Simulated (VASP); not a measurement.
A run of VASP 6.6.1:

INCAR

```
SYSTEM = MgS
ALGO = Normal
EDIFF = 1E-6
ENCUT = 520
GGA = PE
ISIF = 2
ISMEAR = 0
LASPH = .True.
LCHARG = .True.
LELF = .True.
LREAL = .False.
LVHAR = .True.
LWAVE = .False.
NBANDS = 16
NELM = 100
PREC = Accurate
SIGMA = 0.01
```

KPOINTS

```
k-points
0
Gamma
  6 6 4
  0 0 0
```

Contents of POSCAR:

```
MgS
1.0
    3.5908206090      0.0000000000      0.0000000000
   -1.7954103045      3.1097418678      0.0000000000
    0.0000000000      0.0000000000      6.0522842888
Mg S
2 2
Direct
    0.0000000000      0.0000000000      0.0000000000
    0.0000000000      0.0000000000      0.5000000000
    0.3333333333      0.6666666667      0.2500000000
    0.6666666667      0.3333333333      0.7500000000
```

Potentials or basis: VASP PAW PBE potentials, release 64 (Mg, S).

Launch:

```bash
$ cat potpaw_PBE.64/Mg/POTCAR potpaw_PBE.64/S/POTCAR > POTCAR
$ mpirun -np 1 vasp_std > vasp.out
```

Hardware: 1 thread of Intel(R) Xeon(R) 6975P-C (Granite Rapids), on a shared host.

Problem. How long does it take, and how much memory?

Solution. Run time: 9.3 s on 1 thread of Intel(R) Xeon(R) 6975P-C (Granite Rapids), with other jobs on the host, peak memory 0.19 GiB. Counts: scf iterations 12, k points 21.
